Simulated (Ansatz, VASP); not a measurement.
ZnCd3O4: VASP beside Ansatz

```xyz
8
Lattice="3.3253 0.0000 0.0000 0.0000 3.3253 0.0000 0.0000 0.0000 9.2688" Properties=species:S:1:pos:R:3 pbc="T T T"
Zn    0.0000    0.0000    0.0000
Cd    1.6626    1.6626    2.2387
Cd    0.0000    0.0000    4.6344
Cd    1.6626    1.6626    7.0301
O     0.0000    0.0000    2.1492
O     1.6626    1.6626    4.6344
O     0.0000    0.0000    7.1196
O     1.6626    1.6626    0.0000
```

Alike in both runs: task single point; functional PBE; k mesh 6 × 6 × 2; occupations gaussian, width 0.1 eV; collinear spin.

```csv
,VASP,Ansatz
version,VASP 6.6.1,Ansatz 0.2.0
potentials or method,"VASP PAW PBE potentials, release 64 (Zn, Cd, O), cutoff 520 eV","scalar-relativistic, plane waves, PAW"
valence electrons in the cell,72,96
```

```tsv
	VASP	Ansatz	Ansatz less VASP
gap on the k mesh at the Fermi level (eV)	none	none	-
pressure (GPa)	1.3	0.0	-1.23
traceless stress, the component that is largest in VASP (GPa)	0.01	-0.08	-0.089
rms of the force components (eV/Å)	0.015	0.001	-0.0139
net moment per atom (μB)	0.00	0.00	0.000
```

Atom by atom the forces differ by 0.014 eV/Å (rms over components). A gap of «none» marks a metal or a gap that the smearing closes. VASP's potentials hold 72 valence electrons a cell and Ansatz's 96, so a difference there can come from the potentials and not from the codes. Ansatz's warnings: seeded moment not kept.
